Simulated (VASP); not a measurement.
Here is a VASP 6.6.1 calculation.

The input INCAR:

```
SYSTEM = Zr
PREC     = Accurate       ! precision mode
ENCUT    = 520            ! plane-wave cutoff, eV
EDIFF    = 1E-6           ! SCF threshold, eV
ISMEAR   = 0              ! smearing method
SIGMA    = 0.1            ! smearing width, eV
LREAL    = .False.        ! projectors in reciprocal space
LASPH    = .True.         ! aspherical terms in the spheres
NELM     = 100            ! most SCF steps
ALGO     = Normal         ! electronic algorithm
ISIF     = 2              ! what is computed and relaxed
LWAVE    = .False.        ! write WAVECAR
LCHARG   = .False.        ! write CHGCAR
GGA      = PS             ! functional
NBANDS   = 12             ! bands
```

File KPOINTS:

```
Automatic mesh
0
Gamma
  16 16 16
  0 0 0
```

File POSCAR:

```
Zr
1.0
    0.0000000000      2.2316309021      2.2316309021
    2.2316309021      0.0000000000      2.2316309021
    2.2316309021      2.2316309021      0.0000000000
Zr
1
Direct
    0.0000000000      0.0000000000      0.0000000000
```

Potentials or basis: VASP PAW PBE potentials, release 64 (Zr_sv).

Run with:

```bash
$ cat potpaw_PBE.64/Zr_sv/POTCAR > POTCAR
$ mpirun -np 1 vasp_std > vasp.out
```

Question: What does it give for the pressure?

Answer: 0.1 GPa.

Question: What does it give for the band gap on the k mesh?

Answer: Zero (band 6 reaches 10.27 eV, above the bottom of band 7 at 8.88 eV).

Caveat: the PAW data sets were made with another functional, which shifts forces and pressure a little.
